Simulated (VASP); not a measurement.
Write the native input for VASP 6.6.1 that does the following.

* Task: single point
* Functional: LDA
* Potentials or basis: VASP PAW LDA potentials, release 64 (W_sv, Au)
* Cutoff: 520 eV
* k mesh: 6 × 6 × 6
* Occupations: fermi-dirac, width 0.05 eV
* Spin: non-collinear spin, zero start, spin-orbit coupling
* Starting moments: [[0.0, 0.0, 0.0], [0.0, 0.0, 0.0]] μB
* Dipole correction: no
* Further INCAR settings: ALGO = Normal; EDIFF = 1e-06; NBANDS = 37

The structure of WAu lies in POSCAR:

```
WAu
1.0
    0.0000000000      2.7479792600      2.7479792600
    2.7479792600      0.0000000000      2.7479792600
    2.7479792600      2.7479792600      0.0000000000
W Au
1 1
Direct
    0.0000000000      0.0000000000      0.0000000000
    0.7500000000      0.7500000000      0.7500000000
```

The input as run:

INCAR

```
SYSTEM = WAu
PREC = Accurate
ENCUT = 520
EDIFF = 1E-6
ISMEAR = -1
SIGMA = 0.05
LREAL = .FALSE.
LASPH = .TRUE.
NELM = 150
ALGO = Normal
ISIF = 2
LWAVE = .FALSE.
LCHARG = .FALSE.
MAGMOM = 0 0 0 0 0 0
LORBIT = 11
LSORBIT = .TRUE.
GGA_COMPAT = .FALSE.
LORBMOM = .TRUE.
LMAXMIX = 4
NBANDS = 37
```

KPOINTS

```
regular mesh
0
G
  6 6 6
  0 0 0
```

Potentials or basis: VASP PAW LDA potentials, release 64 (W_sv, Au).

Launch:

```console
$ cat potpaw_LDA.64/W_sv/POTCAR potpaw_LDA.64/Au/POTCAR > POTCAR
$ mpirun -np 1 vasp_ncl > vasp.out
```

Results of the run:

- Pressure: 23.4 GPa
- Net moment: 0.00 μB per cell
- Valence electrons inside the program's atomic spheres: W 12.19; Au 10.22

Caveat: the cell stands under pressure.

Wall time 92 s on 1 thread of AMD EPYC 7R13, with other jobs on the host, peak memory 0.22 GiB.
